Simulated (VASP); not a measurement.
Input of a VASP 6.6.1 run:

File INCAR:

```
SYSTEM = HW3C3
  PREC = Accurate
  ENCUT = 520
  EDIFF = 1E-7
  ISMEAR = 0
  SIGMA = 0.1
  LREAL = .FALSE.
  LASPH = .TRUE.
  NELM = 80
  ALGO = Fast
  ISIF = 2
  LWAVE = .FALSE.
  LCHARG = .FALSE.
  LDIPOL = .TRUE.
  IDIPOL = 3
  DIPOL = 0.5 0.5 0.484
  GGA = PS
  IBRION = 2
  NSW = 90
  EDIFFG = -0.03
  KPAR = 4
```

The input KPOINTS:

```
regular mesh
0
G
  10 10 1
  0 0 0
```

File POSCAR:

```
HW3C3
1.0
    2.8276119036      0.0000000000      0.0000000000
    0.0000000000      2.8984136670      0.0000000000
    0.0000000000      0.0000000000     24.8568996880
C W H
3 3 1
Selective dynamics
Direct
    0.5000000000      0.0000000000      0.3419573683  F F F
    0.5000000000      0.5000000000      0.4429393853  F F F
    0.5000000000      0.0000000000      0.5443159532  T T T
    0.0000000000      0.5000000000      0.3756180406  F F F
    0.0000000000      0.0000000000      0.4766289979  T T T
    0.0000000000      0.5000000000      0.5755390938  T T T
    0.5000000000      0.5000000000      0.6286430616  T T T
```

Potentials or basis: VASP PAW PBE potentials, release 64 (C, W_sv, H).

The run is started by

```console
$ cat potpaw_PBE.64/C/POTCAR potpaw_PBE.64/W_sv/POTCAR potpaw_PBE.64/H/POTCAR > POTCAR
$ mpirun -np 4 vasp_std > vasp.out
```

Problem. What does it give for the energy gained by relaxing?

Solution. 1.6 meV/atom.

Problem. Predict the band gap on the k mesh.

Solution. Zero (an odd number of electrons rules out a gap without spin polarisation).

Step by step:
| step | energy change (eV) | largest force on free atoms (eV/Å) | pressure (GPa) |
| --- | --- | --- | --- |
| 1 | 0.0000 | 0.4064 | -2.56 |
| 2 | -0.0077 | 0.2034 | -2.72 |
| 3 | -0.0078 | 0.1853 | -2.71 |
| 4 | -0.0101 | 0.0747 | -2.64 |
| 5 | -0.0104 | 0.0798 | -2.61 |
| 6 | -0.0106 | 0.0533 | -2.58 |
| 7 | -0.0106 | 0.0540 | -2.58 |
| 8 | -0.0108 | 0.0423 | -2.54 |
| 9 | -0.0111 | 0.0165 | -2.45 |

Caveat: the PAW data sets were made with another functional, which shifts forces and pressure a little; spin-orbit coupling is left out, which moves the levels of the heavy elements; an odd number of electrons without spin polarisation forces a metal; a magnetic or distorted state may lie lower.
